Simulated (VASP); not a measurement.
# ZnS in VASP: notebook, part 2 of 2

VASP 6.6.1. Earlier steps stand in the parts before.

**3. Single point, PBEsol**

INCAR

```
PREC = Accurate ; ENCUT = 520
EDIFF = 1E-6 ; ISMEAR = 0
SIGMA = 0.05 ; LREAL = Auto
LASPH = T ; NELM = 60
ALGO = Normal ; ISIF = 2
LWAVE = F ; LCHARG = F
LDIPOL = T ; IDIPOL = 3
DIPOL = 0.5 0.5 0.500 ; GGA = PS
NBANDS = 86
```

KPOINTS

```
regular mesh
0
Gamma
  7 5 1
```

POSCAR

```
ZnS
1.0
    3.7815694933      0.0000000000      0.0000000000
    0.0000000000      6.2089941857      0.0000000000
    0.0000000000      0.0000000000     25.9164508246
Zn S
8 8
Direct
    0.0000000000      0.9476924870      0.3095687175
    0.5000000000      0.5118683167      0.3270081009
    0.5000000000      1.0004301441      0.4175933899
    0.0000000000      0.5039407938      0.4563928822
    0.0000000000      1.0039407514      0.5436071202
    0.5000000000      0.5004300866      0.5824066063
    0.5000000000      1.0118682235      0.6729918976
    0.0000000000      0.4476923698      0.6904312839
    0.0000000000      0.6118687224      0.2829093616
    0.5000000000      0.1289309397      0.3321157969
    0.5000000000      0.6265034110      0.4141113718
    0.0000000000      0.1287654932      0.4588894275
    0.0000000000      0.6287654613      0.5411105666
    0.5000000000      0.1265033459      0.5858886241
    0.5000000000      0.6289308523      0.6678842089
    0.0000000000      0.1118686013      0.7170906443
```

Potentials or basis: VASP PAW PBE potentials, release 64 (Zn, S).

Launch:

```
cat potpaw_PBE.64/Zn/POTCAR potpaw_PBE.64/S/POTCAR > POTCAR
mpirun -np 1 vasp_std > vasp.out
```

OUTCAR:

```text
PREC = Accurate
   ENCUT = 520
   EDIFF = 1E-6
   ISMEAR = 0
   LREAL = Auto
   LASPH = T
   NELM = 60
   ISIF = 2
   GGA = PS

 ion  position               nearest neighbor table
   1  0.000  0.948  0.310-   9 2.20  10 2.28  10 2.28
   2  0.500  0.512  0.327-   9 2.29   9 2.29  11 2.37  10 2.38
   3  0.500  0.000  0.418-  12 2.31  12 2.31  11 2.32  10 2.35
   4  0.000  0.504  0.456-  11 2.31  11 2.31  13 2.33  12 2.33
   5  0.000  0.004  0.544-  14 2.31  14 2.31  12 2.33  13 2.33
   6  0.500  0.500  0.582-  13 2.31  13 2.31  14 2.32  15 2.35
   7  0.500  0.012  0.673-  16 2.29  16 2.29  14 2.37  15 2.38
   8  0.000  0.448  0.690-  16 2.20  15 2.28  15 2.28
   9  0.000  0.612  0.283-   1 2.20   2 2.29   2 2.29
  10  0.500  0.129  0.332-   1 2.28   1 2.28   3 2.35   2 2.38
  11  0.500  0.627  0.414-   4 2.31   4 2.31   3 2.32   2 2.37
  12  0.000  0.129  0.459-   3 2.31   3 2.31   5 2.33   4 2.33
  13  0.000  0.629  0.541-   6 2.31   6 2.31   4 2.33   5 2.33
  14  0.500  0.127  0.586-   5 2.31   5 2.31   6 2.32   7 2.37
  15  0.500  0.629  0.668-   8 2.28   8 2.28   6 2.35   7 2.38
  16  0.000  0.112  0.717-   8 2.20   7 2.29   7 2.29

  LATTYP: Found a simple orthorhombic cell.
 ALAT       =     3.7815694933
 B/A-ratio  =     1.6419093175
 C/A-ratio  =     6.8533583398

  Lattice vectors:

 A1 = (   3.7815694933,   0.0000000000,   0.0000000000)
 A2 = (   0.0000000000,   6.2089941857,   0.0000000000)
 A3 = (   0.0000000000,   0.0000000000,  25.9164508246)

Analysis of symmetry for initial positions (statically):
=====================================================================
 Subroutine PRICEL returns:
 Original cell was already a primitive cell.

 Routine SETGRP: Setting up the symmetry group for a
 simple orthorhombic supercell.

 Subroutine GETGRP returns: Found  4 space group operations
 (whereof  2 operations were pure point group operations)
 out of a pool of  8 trial point group operations.

The static configuration has the point symmetry C_1h.
 The point group associated with its full space group is C_2v.

Analysis of symmetry for dynamics (positions and initial velocities):
=====================================================================
 Subroutine PRICEL returns:
 Original cell was already a primitive cell.

 Routine SETGRP: Setting up the symmetry group for a
 simple orthorhombic supercell.

 Subroutine GETGRP returns: Found  4 space group operations
 (whereof  2 operations were pure point group operations)
 out of a pool of  8 trial point group operations.

The dynamic configuration has the point symmetry C_1h.
 The point group associated with its full space group is C_2v.

 Subroutine INISYM returns: Found  4 space group operations
 (whereof  2 operations are pure point group operations),
 and found     1 'primitive' translations

----------------------------------------------------------------------------------------

                                     Primitive cell

  volume of cell :     608.5116

[... 82 lines left out ...]
  0.142857  0.400000  0.000000      4.000000
  0.285714  0.400000  0.000000      4.000000
  0.428571  0.400000  0.000000      4.000000
   k-points           NKPTS =     12   k-points in BZ     NKDIM =     12   number of bands    NBANDS=     86
   number of dos      NEDOS =    301   number of ions     NIONS =     16
   total plane-waves  NPLWV = 263424
   dimension x,y,z NGX =    28 NGY =   48 NGZ =  196
   dimension x,y,z NGXF=    56 NGYF=   96 NGZF=  392
   ions per type =               8   8
   NGX,Y,Z   is equivalent  to a cutoff of  12.31, 12.85, 12.57 a.u.
   NGXF,Y,Z  is equivalent  to a cutoff of  24.62, 25.70, 25.15 a.u.
 SYSTEM =  unknown system
   PREC   = accura    normal or accurate (medium, high low for compatibility)
   ISTART =      0    job   : 0-new  1-cont  2-samecut
   ICHARG =      2    charge: 1-file 2-atom 10-const
   ISPIN  =      1    spin polarized calculation?
   LNONCOLLINEAR =      F non collinear calculations
   LSORBIT =      F    spin-orbit coupling
   LASPH  =      T    aspherical Exc in radial PAW
   ENCUT  =  520.0 eV  38.22 Ry    6.18 a.u.   7.03 11.54 48.19*2*pi/ulx,y,z
   NELM   =     60;   NELMIN=  2; NELMDL= -5     # of ELM steps
   EDIFF  = 0.1E-05   stopping-criterion for ELM
   LREAL  =      T    real-space projection
   EDIFFG = 0.1E-04   stopping-criterion for IOM
   NSW    =      0    number of steps for IOM
   IBRION =     -1    ionic relax: 0-MD 1-quasi-New 2-CG
   NFREE  =      0    steps in history (QN), initial steepest desc. (CG)
   ISIF   =      2    stress and relaxation
   ISYM   =      2    0-nonsym 1-usesym 2-fastsym
   POTIM  = 0.5000    time-step for ionic-motion
   TEBEG  =    0.0;   TEEND  =   0.0 temperature during run
   PSTRESS=    0.0 pullay stress
   NELECT =     144.0000    total number of electrons
   NUPDOWN=      -1.0000    fix difference up-down
   EMIN   =  10.00;   EMAX   =-10.00  energy-range for DOS
   EFERMI =   0.00;   METHOD = LEGACY
   ISMEAR =     0;   SIGMA  =   0.05  broadening in eV -4-tet -1-fermi 0-gaus
   EFERMI_NEDOS =   21; number of points for ismear=-14 and -15
   IALGO  =     38    algorithm
   IMIX   =      4    mixing-type and parameters
     AMIX     =   0.40;   BMIX     =  1.00
     AMIX_MAG =   1.60;   BMIX_MAG =  1.00
  volume/ion in A,a.u.               =      38.03       256.65
  Fermi-wavevector in a.u.,A,eV,Ry     =   1.012603  1.913543 13.950946  1.025366
  Thomas-Fermi vector in A             =   2.145723
   LORBIT       =      0    0 simple, 1 ext, 2 COOP (PROOUT), +10 PAW based schemes
   GGA     = PS    functional components
   LHFCALC =     F    Hartree Fock is set to
   AEXX    =    0.0000 exact exchange contribution
   IVDW    =     0    specifies the selected vdW correction
   LEPSILON=     F    determine dielectric tensor
   LRPA    =     F    only Hartree local field effects (RPA)
 non-spin polarized calculation
 Gauss-broadening in eV      SIGMA  =   0.05
  energy-cutoff  :      520.00
  volume of cell :      608.51
 maximum number of plane-waves:     16434
   NGX = 15   NGY = 23   NGZ = 97

 number of electron     144.0000039 magnetization

 dipolmoment           0.000000      0.000000      0.000001 electrons x Angstroem

 Free energy of the ion-electron system (eV)
  ---------------------------------------------------
  ext. energy  EPLUGINS =         0.00000000
  ---------------------------------------------------
  free energy    TOTEN  =       -59.28146713 eV

  energy without entropy =      -59.28146713  energy(sigma->0) =      -59.28146713

 E-fermi :  -1.5501     XC(G=0):  -5.4729

 val. band max:       -1.7697518424   @ k =   0.0000   0.0000   0.0000
 cond. band min:       0.4691394106   @ k =   0.0000   0.0000   0.0000
 fundamental gap:      2.2388912530
 Fermi energy:        -1.5500730460

 k-point     1 :       0.0000    0.0000    0.0000
  band No.  band energies     occupation
      1     -15.1263      2.00000
      2     -14.8927      2.00000
      3     -14.5628      2.00000
      4     -14.2782      2.00000
      5     -14.1276      2.00000
      6     -13.9574      2.00000
[... 1033 lines left out ...]
     83       3.3539      0.00000
     84       3.5719      0.00000
 [bands above 84 left out]

------------------------ aborting loop because EDIFF is reached ----------------------------------------

 vacuum level on the upper side and lower side of the slab       (xc-potential included)        -0.146        -0.146

  FORCE on cell =-STRESS in cart. coord.  units (eV):
  Direction    XX          YY          ZZ          XY          YZ          ZX
  --------------------------------------------------------------------------------------
  -------------------------------------------------------------------------------------
  Total       -0.5841296      0.2313907      0.1631999      0.0000000      0.0000000      0.0000000
  in kB       -1.5379807      0.6092390      0.4296962      0.0000000      0.0000000      0.0000000
  external PRESSURE =      -0.1663485 kB  Pullay stress =       0.0000000 kB

 VOLUME and BASIS-vectors are now :
 -----------------------------------------------------------------------------
  energy-cutoff  :      520.00
  volume of cell :      608.51
      direct lattice vectors                 reciprocal lattice vectors
     3.781569493  0.000000000  0.000000000     0.264440466  0.000000000  0.000000000
     0.000000000  6.208994186  0.000000000     0.000000000  0.161056682  0.000000000
     0.000000000  0.000000000 25.916450825     0.000000000  0.000000000  0.038585530

 POSITION                                       TOTAL-FORCE (eV/Angst)
 -----------------------------------------------------------------------------------
      0.00000      5.88422      8.02292         0.000000     -0.001706     -0.002215
      1.89078      3.17819      8.47489         0.000000      0.000902     -0.003081
      1.89078      0.00267     10.82254         0.000000      0.012430      0.011758
      0.00000      3.12897     11.82808         0.000000     -0.003417      0.006989
      0.00000      0.02447     14.08837         0.000000     -0.003417     -0.006989
      1.89078      3.10717     15.09391         0.000000      0.012430     -0.011758
[... 8 lines left out ...]
      1.89078      3.90503     17.30919         0.000000     -0.002317      0.006734
      0.00000      0.69459     18.58444         0.000000     -0.005628      0.015477
 -----------------------------------------------------------------------------------
    total drift:                                0.000000     -0.000355      0.000267

  FREE ENERGIE OF THE ION-ELECTRON SYSTEM (eV)
  ---------------------------------------------------
  free  energy   TOTEN  =       -59.2814671279 eV

  energy  without entropy=      -59.2814671279  energy(sigma->0) =      -59.28146713

 vacuum level on the upper side and lower side of the slab         4.051         4.051
```

Wall time 49 min (1 thread of Intel Xeon 8259CL, shared host); peak memory 0.79 GiB.

What came out:

```yaml
Free_energy: -59.2815 eV
Largest_force: 0.017 eV/Å
Band_gap_on_the_k_mesh: 2.24 eV
```

Forces in eV/Å, atoms in the order of the input:
```
Zn   0.000 -0.002 -0.002
Zn   0.000  0.001 -0.003
Zn   0.000  0.012  0.012
Zn   0.000 -0.003  0.007
Zn   0.000 -0.003 -0.007
Zn   0.000  0.012 -0.012
Zn   0.000  0.001  0.003
Zn   0.000 -0.002  0.002
S    0.000 -0.006 -0.015
S    0.000 -0.002 -0.007
S    0.000  0.003 -0.008
S    0.000 -0.003 -0.006
S    0.000 -0.003  0.006
S    0.000  0.003  0.008
S    0.000 -0.002  0.007
S    0.000 -0.006  0.015
```

Caveat: the PAW data sets were made with another functional, which shifts forces and pressure a little.
